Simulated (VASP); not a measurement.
Wanted: the native input for a VASP 6.6.1 run.

```yaml
Task: single point
Functional: PBE
Dispersion: D3(BJ)
Potentials_or_basis: VASP PAW PBE potentials, release 64 (Sn_d, O)
Cutoff: 520 eV
k_mesh: 9 × 9 × 2
Occupations: gaussian, width 0.05 eV
Spin: no spin polarisation
Dipole_correction: no
Further_INCAR_settings: ALGO = Normal; EDIFF = 1e-06; NBANDS = 49
```

The structure of SnO2 lies in POSCAR:

```
SnO2
1.0
   -3.2372529198      0.0000000000      0.0000000000
   -1.6186264599     -2.8035432670      0.0000000000
   -3.3991155658     -1.9624802870     15.6754773976
Sn O
3 6
Direct
    0.3791942816      0.3791942816      0.4106748359
    0.9041822601     -0.0958177399      0.1368824855
   -0.1457936970     -0.1457936970      0.6844671862
    0.5266150240      0.5266150240      0.2000737752
    0.4766390669     -0.5233609331      0.7476584759
    0.0016270455      0.0016270455      0.4738661255
    0.2317735391      0.2317735391      0.6212758966
    0.7567615176     -0.2432384824      0.3474835462
    0.2817494962      0.2817494962      0.0736911959
```

These files were run (other wordings do the same):

INCAR

```
ALGO = Normal
EDIFF = 1E-6
ENCUT = 520
GGA = PE
ISIF = 2
ISMEAR = 0
IVDW = 12
LASPH = T
LCHARG = F
LREAL = F
LWAVE = F
NBANDS = 49
NELM = 80
PREC = Accurate
SIGMA = 0.05
```

KPOINTS

```
k-points
0
Gamma
  9 9 2
```

Potentials or basis: VASP PAW PBE potentials, release 64 (Sn_d, O).

Launch:

```sh
$ cat potpaw_PBE.64/Sn_d/POTCAR potpaw_PBE.64/O/POTCAR > POTCAR
$ mpirun -np 1 vasp_std > vasp.out
```

Results of the run:

* Pressure: 0.4 GPa
* Largest force: 0.247 eV/Å
* Band gap on the k mesh: 1.93 eV (least direct gap 2.10 eV)
* Dispersion energy per atom: -0.175 eV

Caveat: spin-orbit coupling is left out, which moves the levels of the heavy elements; an odd mesh through Γ misses points on the zone boundary, where band edges can lie.

It took 3.4 min on 1 thread of Intel(R) Xeon(R) Platinum 8488C (Sapphire Rapids) (shared host), peak memory 0.41 GiB.
